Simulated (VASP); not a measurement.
# LiBe24 in VASP: single point with PBE

Aim: the single point of LiBe24 with PBE.

All numbers are computed with VASP 6.6.1; they aren't measurements. Logs are shortened: lines on timing, memory, paths and dates and some standing lists are left out, and cuts for length are marked.

**1. The cell of the first run**

The cell holds a slab with vacuum, 25 atoms: a = 4.525 Å, b = 7.134 Å, c = 19.869 Å, α = 90.00°, β = 90.00°, γ = 90.00°.

**2. Single point, PBE**

File INCAR:

```
SYSTEM = LiBe24
PREC     = Accurate       ! precision mode
ENCUT    = 520            ! plane-wave cutoff, eV
EDIFF    = 1E-7           ! SCF threshold, eV
ISMEAR   = 0              ! smearing method
SIGMA    = 0.1            ! smearing width, eV
LREAL    = Auto         
LASPH    = .True.         ! aspherical terms in the spheres
NELM     = 60             ! most SCF steps
ALGO     = Normal         ! electronic algorithm
ISIF     = 2              ! what is computed and relaxed
LWAVE    = .False.        ! write WAVECAR
LCHARG   = .False.        ! write CHGCAR
LDIPOL   = .True.       
IDIPOL   = 3            
DIPOL    = 0.5 0.5 0.322
GGA      = PE             ! functional
NBANDS   = 44             ! bands
```

File KPOINTS:

```
Automatic mesh
0
Gamma
  6 4 1
  0 0 0
```

File POSCAR:

```
LiBe24
1.0
    4.5254381411      0.0000000000      0.0000000000
    0.0000000000      7.1336190820      0.0000000000
    0.0000000000      0.0000000000     19.8685529283
Be Li
24 1
Direct
    0.0000000000      0.3750000000      0.2013231670
    0.0000000000      0.8750000000      0.2013231670
    0.5000000000      0.3750000000      0.2013231670
    0.5000000000      0.8750000000      0.2013231670
    0.2500000000      0.1250000000      0.2341987738
    0.2500000000      0.6250000000      0.2341987738
    0.7500000000      0.1250000000      0.2341987738
    0.7500000000      0.6250000000      0.2341987738
    0.2500000000      0.3750000000      0.2999499873
    0.2500000000      0.8750000000      0.2999499873
    0.7500000000      0.3750000000      0.2999499873
    0.7500000000      0.8750000000      0.2999499873
    0.0000000000      0.1250000000      0.3268353595
    0.0000000000      0.6250000000      0.3268353595
    0.5000000000      0.1250000000      0.3268353595
    0.5000000000      0.6250000000      0.3268353595
    0.0000000000      0.3750000000      0.3993099186
    0.0000000000      0.8750000000      0.3993099186
    0.5000000000      0.3750000000      0.3993099186
    0.5000000000      0.8750000000      0.3993099186
    0.2500000000      0.1250000000      0.4211958948
    0.2500000000      0.6250000000      0.4211958948
    0.7500000000      0.1250000000      0.4211958948
    0.7500000000      0.6250000000      0.4211958948
    0.3750000000      0.2500000000      0.5166275423
```

Potentials or basis: VASP PAW PBE potentials, release 64 (Be, Li_sv).

Started as:

```
> cat potpaw_PBE.64/Be/POTCAR potpaw_PBE.64/Li_sv/POTCAR > POTCAR
> mpirun -np 1 vasp_std > vasp.out
```

OUTCAR:

```text
SYSTEM = LiBe24
   PREC = Accurate
   ENCUT = 520
   EDIFF = 1E-7
   ISMEAR = 0
   LREAL = Auto
   LASPH = .True.
   NELM = 60
   ISIF = 2
   GGA = PE

 ion  position               nearest neighbor table
   1  0.000  0.375  0.201-   5 2.21   6 2.21   7 2.21   8 2.21   3 2.26   3 2.26  11 2.26   9 2.26

   2  0.000  0.875  0.201-   5 2.21   6 2.21   7 2.21   8 2.21   4 2.26   4 2.26  12 2.26  10 2.26

   3  0.500  0.375  0.201-   5 2.21   6 2.21   7 2.21   8 2.21   1 2.26   1 2.26  11 2.26   9 2.26
[... 39 lines left out ...]
  23  0.750  0.125  0.421-  17 2.16  18 2.16  19 2.16  20 2.16  13 2.19  15 2.19  21 2.26  21 2.26

  24  0.750  0.625  0.421-  17 2.16  18 2.16  19 2.16  20 2.16  14 2.19  16 2.19  22 2.26  22 2.26

  25  0.375  0.250  0.517-  21 2.17

  LATTYP: Found a simple orthorhombic cell.
 ALAT       =     4.5254381411
 B/A-ratio  =     1.5763377732
 C/A-ratio  =     4.3904153164

  Lattice vectors:

 A1 = (   4.5254381411,   0.0000000000,   0.0000000000)
 A2 = (   0.0000000000,   7.1336190820,   0.0000000000)
 A3 = (   0.0000000000,   0.0000000000,  19.8685529283)

Analysis of symmetry for initial positions (statically):
=====================================================================
 Subroutine PRICEL returns:
 Original cell was already a primitive cell.

 Routine SETGRP: Setting up the symmetry group for a
 simple orthorhombic supercell.

 Subroutine GETGRP returns: Found  1 space group operations
 (whereof  1 operations were pure point group operations)
 out of a pool of  8 trial point group operations.

The static configuration has the point symmetry C_1 .

Analysis of symmetry for dynamics (positions and initial velocities):
=====================================================================
 Subroutine PRICEL returns:
 Original cell was already a primitive cell.

 Routine SETGRP: Setting up the symmetry group for a
 simple orthorhombic supercell.

 Subroutine GETGRP returns: Found  1 space group operations
 (whereof  1 operations were pure point group operations)
 out of a pool of  8 trial point group operations.

The dynamic configuration has the point symmetry C_1 .

 Subroutine INISYM returns: Found  1 space group operations
 (whereof  1 operations are pure point group operations),
 and found     1 'primitive' translations

----------------------------------------------------------------------------------------

                                     Primitive cell

  volume of cell :     641.4116

  direct lattice vectors                    reciprocal lattice vectors
     4.525438141  0.000000000  0.000000000     0.220973079  0.000000000  0.000000000
     0.000000000  7.133619082  0.000000000     0.000000000  0.140181300  0.000000000
     0.000000000  0.000000000 19.868552928     0.000000000  0.000000000  0.050330792

  length of vectors
     4.525438141  7.133619082 19.868552928     0.220973079  0.140181300  0.050330792

  position of ions in fractional coordinates (direct lattice)
     0.000000000  0.375000000  0.201323167
     0.000000000  0.875000000  0.201323167
     0.500000000  0.375000000  0.201323167
     0.500000000  0.875000000  0.201323167
     0.250000000  0.125000000  0.234198774
     0.250000000  0.625000000  0.234198774
[... 17 lines left out ...]
     0.750000000  0.625000000  0.421195895
     0.375000000  0.250000000  0.516627542

  ion indices of the primitive-cell ions
   primitive index   ion index
                 1           1
                 2           2
                 3           3
                 4           4
                 5           5
                 6           6
[... 17 lines left out ...]
                24          24
                25          25

----------------------------------------------------------------------------------------

 KPOINTS: Automatic mesh

Automatic generation of k-mesh.
 Grid dimensions read from file:
 generate k-points for:    6    4    1

 Generating k-lattice:

  Cartesian coordinates                     Fractional coordinates (reciprocal lattice)
     0.036828847  0.000000000  0.000000000     0.166666667  0.000000000  0.000000000
     0.000000000  0.035045325  0.000000000     0.000000000  0.250000000  0.000000000
     0.000000000  0.000000000  0.050330792     0.000000000  0.000000000  1.000000000

  Length of vectors
     0.036828847  0.035045325  0.050330792

  Shift w.r.t. Gamma in fractional coordinates (k-lattice)
     0.000000000  0.000000000  0.000000000

 Subroutine IBZKPT returns following result:
 ===========================================

 Found     14 irreducible k-points:

 Following reciprocal coordinates:
            Coordinates               Weight
  0.000000  0.000000  0.000000      1.000000
  0.166667  0.000000  0.000000      2.000000
  0.333333  0.000000  0.000000      2.000000
  0.500000  0.000000  0.000000      1.000000
  0.000000  0.250000  0.000000      2.000000
  0.166667  0.250000  0.000000      2.000000
  0.166667 -0.250000  0.000000      2.000000
  0.333333  0.250000  0.000000      2.000000
  0.333333 -0.250000  0.000000      2.000000
  0.500000  0.250000  0.000000      2.000000
  0.000000  0.500000  0.000000      1.000000
  0.166667  0.500000  0.000000      2.000000
  0.333333  0.500000  0.000000      2.000000
  0.500000  0.500000  0.000000      1.000000
   k-points           NKPTS =     14   k-points in BZ     NKDIM =     14   number of bands    NBANDS=     44
   number of dos      NEDOS =    301   number of ions     NIONS =     25
   total plane-waves  NPLWV = 291600
   dimension x,y,z NGX =    36 NGY =   54 NGZ =  150
   dimension x,y,z NGXF=    72 NGYF=  108 NGZF=  300
   ions per type =              24   1
   NGX,Y,Z   is equivalent  to a cutoff of  13.22, 12.58, 12.55 a.u.
   NGXF,Y,Z  is equivalent  to a cutoff of  26.45, 25.17, 25.10 a.u.
 SYSTEM =  LiBe24
   PREC   = accura    normal or accurate (medium, high low for compatibility)
   ISTART =      0    job   : 0-new  1-cont  2-samecut
   ICHARG =      2    charge: 1-file 2-atom 10-const
   ISPIN  =      1    spin polarized calculation?
   LNONCOLLINEAR =      F non collinear calculations
   LSORBIT =      F    spin-orbit coupling
   LASPH  =      T    aspherical Exc in radial PAW
   ENCUT  =  520.0 eV  38.22 Ry    6.18 a.u.   8.41 13.26 36.94*2*pi/ulx,y,z
   NELM   =     60;   NELMIN=  2; NELMDL= -5     # of ELM steps
   EDIFF  = 0.1E-06   stopping-criterion for ELM
   LREAL  =      T    real-space projection
   EDIFFG = 0.1E-05   stopping-criterion for IOM
   NSW    =      0    number of steps for IOM
   IBRION =     -1    ionic relax: 0-MD 1-quasi-New 2-CG
   NFREE  =      0    steps in history (QN), initial steepest desc. (CG)
   ISIF   =      2    stress and relaxation
   ISYM   =      2    0-nonsym 1-usesym 2-fastsym
   POTIM  = 0.5000    time-step for ionic-motion
   TEBEG  =    0.0;   TEEND  =   0.0 temperature during run
   PSTRESS=    0.0 pullay stress
   NELECT =      51.0000    total number of electrons
   NUPDOWN=      -1.0000    fix difference up-down
   EMIN   =  10.00;   EMAX   =-10.00  energy-range for DOS
   EFERMI =   0.00;   METHOD = LEGACY
   ISMEAR =     0;   SIGMA  =   0.10  broadening in eV -4-tet -1-fermi 0-gaus
   EFERMI_NEDOS =   21; number of points for ismear=-14 and -15
   IALGO  =     38    algorithm
   IMIX   =      4    mixing-type and parameters
     AMIX     =   0.40;   BMIX     =  1.00
     AMIX_MAG =   1.60;   BMIX_MAG =  1.00
  volume/ion in A,a.u.               =      25.66       173.14
  Fermi-wavevector in a.u.,A,eV,Ry     =   0.703968  1.330306  6.742643  0.495570
  Thomas-Fermi vector in A             =   1.789082
   LORBIT       =      0    0 simple, 1 ext, 2 COOP (PROOUT), +10 PAW based schemes
   GGA     = PE    functional components
   LHFCALC =     F    Hartree Fock is set to
   AEXX    =    0.0000 exact exchange contribution
   IVDW    =     0    specifies the selected vdW correction
   LEPSILON=     F    determine dielectric tensor
   LRPA    =     F    only Hartree local field effects (RPA)
 non-spin polarized calculation
 Gauss-broadening in eV      SIGMA  =   0.10
  energy-cutoff  :      520.00
  volume of cell :      641.41
 maximum number of plane-waves:     17327
 NGX is ok and might be reduce to    36
   NGX = 17   NGY = 27   NGZ = 73

 dipolmoment           0.000000      0.000000      0.025548 electrons x Angstroem

 number of electron      50.9999994 magnetization

 dipolmoment           0.000000      0.000000     -0.453193 electrons x Angstroem

 Free energy of the ion-electron system (eV)
  ---------------------------------------------------
  ext. energy  EPLUGINS =         0.00000000
  ---------------------------------------------------
  free energy    TOTEN  =       -85.23005141 eV

  energy without entropy =      -85.19924923  energy(sigma->0) =      -85.21465032

 E-fermi :  -0.2106     XC(G=0):  -4.3355

 val. band max:       -0.2665416650   @ k =   0.1667   0.0000   0.0000
 cond. band min:      -0.2059591232   @ k =   0.3333  -0.2500   0.0000
 fundamental gap:      0.0605825418
 Fermi energy:        -0.2106124607

 k-point     1 :       0.0000    0.0000    0.0000
  band No.  band energies     occupation
      1     -48.3110      2.00000
      2     -10.5188      2.00000
      3      -8.4689      2.00000
      4      -8.3896      2.00000
      5      -8.3498      2.00000
      6      -6.3327      2.00000
[... 549 lines left out ...]
     36       3.6528      0.00000
     37       3.9382      0.00000
 [bands above 37 left out]

------------------------ aborting loop because EDIFF is reached ----------------------------------------

 vacuum level on the upper side and lower side of the slab       (xc-potential included)        -1.389         1.142

  FORCE on cell =-STRESS in cart. coord.  units (eV):
  Direction    XX          YY          ZZ          XY          YZ          ZX
  --------------------------------------------------------------------------------------
  -------------------------------------------------------------------------------------
  Total       -1.9404785     -2.3154419     -1.5175598      0.1943271      1.1856542      0.3039563
  in kB       -4.8471073     -5.7837255     -3.7907016      0.4854084      2.9616371      0.7592503
  external PRESSURE =      -4.8071781 kB  Pullay stress =       0.0000000 kB

 VOLUME and BASIS-vectors are now :
 -----------------------------------------------------------------------------
  energy-cutoff  :      520.00
  volume of cell :      641.41
      direct lattice vectors                 reciprocal lattice vectors
     4.525438141  0.000000000  0.000000000     0.220973079  0.000000000  0.000000000
     0.000000000  7.133619082  0.000000000     0.000000000  0.140181300  0.000000000
     0.000000000  0.000000000 19.868552928     0.000000000  0.000000000  0.050330792

 POSITION                                       TOTAL-FORCE (eV/Angst)
 -----------------------------------------------------------------------------------
      0.00000      2.67511      4.00000        -0.000546      0.014995      0.554282
      0.00000      6.24192      4.00000         0.009139     -0.008395      0.544272
      2.26272      2.67511      4.00000        -0.001766      0.022081      0.561385
      2.26272      6.24192      4.00000        -0.012246     -0.011037      0.565050
      1.13136      0.89170      4.65319        -0.002251      0.015381     -0.692227
      1.13136      4.45851      4.65319         0.002932     -0.012505     -0.736315
[... 17 lines left out ...]
      3.39408      4.45851      8.36855        -0.037681      0.028079     -0.017482
      1.69704      1.78340     10.26464         0.143280      0.558787      0.021604
 -----------------------------------------------------------------------------------
    total drift:                                0.000054      0.001614      0.008843

  FREE ENERGIE OF THE ION-ELECTRON SYSTEM (eV)
  ---------------------------------------------------
  free  energy   TOTEN  =       -85.2300514082 eV

  energy  without entropy=      -85.1992492271  energy(sigma->0) =      -85.21465032

 vacuum level on the upper side and lower side of the slab         1.431         4.024
```

It took 43 min on 1 thread of AMD EPYC, shared host; peak memory 0.69 GiB.

What came out:

* Free energy: -85.2301 eV
* Largest force: 1.084 eV/Å
* Band gap on the k mesh: zero (an odd number of electrons rules out a gap without spin polarisation)

Forces on the atoms (eV/Å):
```
Be  -0.001  0.015  0.554
Be   0.009 -0.008  0.544
Be  -0.002  0.022  0.561
Be  -0.012 -0.011  0.565
Be  -0.002  0.015 -0.692
Be   0.003 -0.013 -0.736
Be  -0.001  0.016 -0.664
Be  -0.004 -0.039 -0.729
Be   0.019  0.025  0.215
Be   0.001 -0.028  0.199
Be  -0.011  0.013  0.232
Be   0.000 -0.034  0.172
Be   0.002 -0.017  0.095
Be   0.006  0.010  0.007
Be  -0.020 -0.035 -0.041
Be  -0.009  0.016 -0.029
Be   0.068  0.007  0.325
Be   0.000 -0.070  0.086
Be  -0.013  0.041  0.084
Be   0.006 -0.051  0.134
Be  -0.173 -0.433 -0.979
Be   0.033  0.007 -0.034
Be  -0.005 -0.037  0.125
Be  -0.038  0.028 -0.017
Li   0.143  0.559  0.022
```

Caveat: the cutoff is under 1.25 times the usual one of these potentials, so pressure, stress and relaxed cells hold a basis-set (Pulay) error.
